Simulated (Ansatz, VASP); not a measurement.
# ZnS in VASP and in Ansatz

Contents of INCAR:

```
PREC = Accurate
ENCUT = 520
EDIFF = 1E-7
ISMEAR = 0
SIGMA = 0.02
LREAL = F
LASPH = T
NELM = 80
ALGO = Normal
ISIF = 2
LWAVE = F
LCHARG = F
GGA = PE
NBANDS = 16
```

Contents of KPOINTS:

```
regular mesh
0
Gamma
  10 10 10
```

Contents of POSCAR:

```
ZnS
1.0
    0.0000000000      2.6372569280      2.6372569280
    2.6372569280      0.0000000000      2.6372569280
    2.6372569280      2.6372569280      0.0000000000
Zn S
1 1
Direct
    0.2500000000      0.2500000000      0.2500000000
    0.0000000000      0.0000000000      0.0000000000
```

Input for Ansatz:

```yaml
crystal:
  lattice:
    - [0.0, 2.637256928, 2.637256928]
    - [2.637256928, 0.0, 2.637256928]
    - [2.637256928, 2.637256928, 0.0]
  atoms:
    - { symbol: Zn, position: [0.25, 0.25, 0.25] }
    - { symbol: S, position: [0.0, 0.0, 0.0] }
basis:
  ecutwfc: 420
kpoints:
  mp_grid: { grid: [10, 10, 10] }
hamiltonian:
  xc: pbe
scf:
  occupations: { method: gaussian, width: 0.02 }
output:
  forces: true
  stress: true
  eigenvalues: true
```

Alike in both runs: task single point; functional PBE; k mesh 10 × 10 × 10; occupations gaussian, width 0.02 eV; no spin polarisation.

|  | VASP | Ansatz |
| --- | --- | --- |
| version | VASP 6.6.1 | Ansatz 0.2.0 |
| potentials or method | VASP PAW PBE potentials, release 64 (Zn, S), cutoff 520 eV | scalar-relativistic, plane waves, PAW |
| valence electrons in the cell | 18 | 18 |

```tsv
	VASP	Ansatz	Ansatz less VASP
gap on the k mesh at the Fermi level (eV)	2.44	2.43	-0.010
least direct gap on the mesh (eV)	2.44	2.43	-0.010
pressure (GPa)	8.3	8.1	-0.21
```

With one functional, cell and mesh, what is left measures potentials, basis and numerics.
